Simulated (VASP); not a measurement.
SiC: single point with LDA

The system is SiC.

```
Si C
1.0
     3.14233    0.00000    0.00000
    -1.57117    2.72134    0.00000
     0.00000    0.00000    4.74492
Si C
2 2
Direct
  0.33333 0.66667 0.00460
  0.66667 0.33333 0.50460
  0.33333 0.66667 0.41030
  0.66667 0.33333 0.91030
```

This cell differs from its parent crystal: c/a of the conventional cell at fixed volume 1.5100.

```json
{
 "Program": "VASP 6.6.1",
 "Task": "single point",
 "Functional": "LDA",
 "Potentials or basis": "VASP PAW LDA potentials, release 64 (Si, C)",
 "Cutoff": "520 eV",
 "k mesh": "12 × 12 × 6",
 "Occupations": "gaussian, width 0.05 eV",
 "Spin": "no spin polarisation"
}
```

The pressure is -1.1 GPa and the largest force is 1.340 eV/Å. The band gap on the k mesh is 0.97 eV, indirect (least direct gap 2.52 eV).

Forces in eV/Å, atoms in the order of the input:
```
Si   0.000  0.000  1.340
Si   0.000  0.000  1.340
C    0.000  0.000 -1.340
C    0.000  0.000 -1.340
```

Stress tensor (GPa, compression positive):
```
-9.69  0.00  0.00
 0.00 -9.69  0.00
 0.00  0.00 16.02
```

Levels at points of the mesh, in eV from the valence-band top:
```tsv
k point	band 4	band 5	band 6	band 7	band 8	band 9	band 10	band 11	band 12	band 13
(0.00, 0.00, 0.00)	-3.01	-3.01	-1.33	-1.33	0.00	2.52	4.98	4.98	5.71	7.58
(0.50, 0.00, 0.00)	-7.01	-6.20	-4.93	-3.96	-2.34	0.97	4.03	5.98	6.41	9.56
(0.00, 0.00, 0.50)	-4.37	-2.24	-2.24	-2.24	-2.24	3.97	3.97	5.69	5.69	5.69
(0.50, 0.00, 0.50)	-9.46	-3.88	-3.88	-2.53	-2.53	2.40	2.40	4.42	4.42	10.01
```

Run time: 22 s on 1 thread of Intel(R) Xeon(R) Platinum 8259CL CPU @ 2.50GHz (Skylake/Cascade Lake) (shared host), peak memory 0.16 GiB.

Caveat: forces of over 1 eV/Å act on the atoms, so gaps and moduli don't describe the material at rest. A k mesh can miss the band edges.
